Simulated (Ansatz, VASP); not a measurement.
## SrO: VASP beside Ansatz

File INCAR:

```
SYSTEM = SrO
PREC     = Accurate       ! precision mode
ENCUT    = 520            ! plane-wave cutoff, eV
EDIFF    = 1E-6           ! SCF threshold, eV
ISMEAR   = 0              ! smearing method
SIGMA    = 0.05           ! smearing width, eV
LREAL    = .FALSE.        ! projectors in reciprocal space
LASPH    = .TRUE.         ! aspherical terms in the spheres
NELM     = 100            ! most SCF steps
ALGO     = Normal         ! electronic algorithm
ISIF     = 2              ! what is computed and relaxed
LWAVE    = .FALSE.        ! write WAVECAR
LCHARG   = .TRUE.         ! write CHGCAR
GGA      = PS             ! functional
LELF     = .TRUE.         ! ELF
LVHAR    = .TRUE.       
NBANDS   = 15             ! bands
```

KPOINTS

```
Automatic mesh
0
G
  8 8 8
  0 0 0
```

POSCAR

```
SrO
1.0
    0.0000000000      2.5698000000      2.5698000000
    2.5698000000      0.0000000000      2.5698000000
    2.5698000000      2.5698000000      0.0000000000
Sr O
1 1
Direct
   -0.0243209588     -0.0243209588      0.0243209588
    0.5000000000      0.5000000000      0.5000000000
```

Input for Ansatz:

```yaml
crystal:
  lattice:
    - [0.0, 2.5698, 2.5698]
    - [2.5698, 0.0, 2.5698]
    - [2.5698, 2.5698, 0.0]
  atoms:
    - { symbol: Sr, position: [-0.0243209588, -0.0243209588, 0.0243209588] }
    - { symbol: O, position: [0.5, 0.5, 0.5] }
basis:
  ecutwfc: 420
kpoints:
  mp_grid: { grid: [8, 8, 8] }
hamiltonian:
  xc: pbesol
scf:
  occupations: { method: gaussian, width: 0.05 }
output:
  forces: true
  stress: true
  eigenvalues: true
```

Change from the starting cell: all Sr atoms moved +0.125 Å, as atom 1 towards its neighbour atom 2 (O) at 2.570 Å.

Alike in both runs: task single point; functional PBEsol; k mesh 8 × 8 × 8; occupations gaussian, width 0.05 eV; no spin polarisation.

```csv
,VASP,Ansatz
version,VASP 6.6.1,Ansatz 0.2.0
potentials or method,"VASP PAW PBE potentials, release 64 (Sr_sv, O), cutoff 520 eV","scalar-relativistic, plane waves, PAW"
valence electrons in the cell,16,16
```

|  | VASP | Ansatz | Ansatz less VASP |
| --- | --- | --- | --- |
| gap on the k mesh at the Fermi level (eV) | 3.19 | 3.24 | +0.047 |
| least direct gap on the mesh (eV) | 3.25 | 3.29 | +0.037 |
| pressure (GPa) | 0.1 | -0.5 | -0.63 |
| traceless stress, the component that is largest in VASP (GPa) | 1.21 | 1.13 | -0.075 |
| rms of the force components (eV/Å) | 0.171 | 0.159 | -0.0119 |

VASP's potentials were made for PBE, not for PBEsol. Atom by atom the forces differ by 0.012 eV/Å (rms over components). The functional is the same, so the differences come from potentials, cutoffs and numerics.
